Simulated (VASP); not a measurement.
NaAl15N15 (a cell with a defect): single point with HSE06

NaAl15N15 (a cell with a defect):

```
CELL_PARAMETERS angstrom
6.25951 0.00000 0.00000
-3.12976 5.42090 0.00000
0.00000 0.00000 10.03481
ATOMIC_POSITIONS crystal
Al 0.33748 0.16267 0.25278
Al 0.33196 0.16869 0.75193
Al 0.16673 0.33325 0.99500
Al 0.33557 0.66601 0.25056
Al 0.16778 0.82665 0.49559
Al 0.33087 0.66477 0.74982
Al 0.16567 0.83374 0.00090
Al 0.83442 0.16475 0.25047
Al 0.67227 0.33163 0.49506
Al 0.83498 0.16924 0.74972
Al 0.66627 0.33438 0.00084
Al 0.83283 0.66695 0.25156
Al 0.66182 0.83829 0.49746
Al 0.83162 0.66900 0.74621
Al 0.66616 0.83394 0.99912
Na 0.18678 0.31288 0.49547
N 0.17149 0.32985 0.18836
N 0.33455 0.16541 0.94227
N 0.16724 0.33217 0.71297
N 0.34529 0.69439 0.43195
N 0.16489 0.82913 0.18946
N 0.33259 0.67278 0.94195
N 0.16818 0.83635 0.68705
N 0.80569 0.15463 0.43183
N 0.67050 0.33450 0.18946
N 0.82724 0.16739 0.94188
N 0.66464 0.33299 0.68680
N 0.83152 0.66881 0.44151
N 0.67002 0.83019 0.18643
N 0.83205 0.66799 0.93724
N 0.66571 0.83413 0.69073
```

```json
{
 "Program": "VASP 6.6.1",
 "Task": "single point",
 "Functional": "HSE06",
 "Potentials or basis": "VASP PAW PBE potentials, release 64 (Al, Na_pv, N)",
 "Cutoff": "520 eV",
 "k mesh": "1 × 1 × 1, shifted",
 "Occupations": "fermi-dirac, width 0.01 eV",
 "Spin": "no spin polarisation"
}
```

The largest force is 0.254 eV/Å.

Forces on the atoms (eV/Å):
```
Al   0.006 -0.004 -0.181
Al  -0.051  0.021  0.063
Al   0.001  0.006  0.041
Al  -0.023  0.024  0.068
Al   0.082 -0.202  0.041
Al  -0.002 -0.055  0.020
Al   0.022 -0.012  0.015
Al  -0.025  0.007  0.069
Al   0.240  0.046  0.066
Al   0.046  0.024  0.020
Al   0.017 -0.016  0.017
Al  -0.012  0.012 -0.020
Al  -0.081  0.051 -0.018
Al  -0.015  0.011  0.015
Al  -0.018  0.006  0.027
Na  -0.063  0.041  0.045
N   -0.002 -0.011  0.005
N   -0.010  0.013 -0.024
N    0.004  0.009  0.113
N   -0.008  0.114 -0.070
N    0.013  0.022 -0.018
N    0.006 -0.010 -0.015
N   -0.007  0.021 -0.050
N   -0.124 -0.045 -0.060
N   -0.013 -0.017 -0.015
N    0.008 -0.002 -0.014
N   -0.025 -0.014 -0.053
N    0.018 -0.035 -0.049
N    0.011 -0.007 -0.025
N   -0.010  0.007  0.001
N    0.015 -0.004 -0.014
```

Levels at points of the mesh, in eV from the Fermi level:
```csv
k point,band 62,band 63,band 64,band 65,band 66,band 67
"(0.25, 0.25, 0.25)",-1.89,-1.24,-0.33,3.26,3.90,5.11
```

It took 2.5 min on 1 thread of AMD EPYC 9R45 96-Core Processor (Zen 5), with other jobs on the host, peak memory 0.56 GiB.

Caveat: the cell carries a net charge on a neutralising background, which shifts energy and pressure; the cell is charged against a uniform background, so pressure and absolute levels hang on convention; the PAW data sets were made with another functional, which shifts forces and pressure a little.
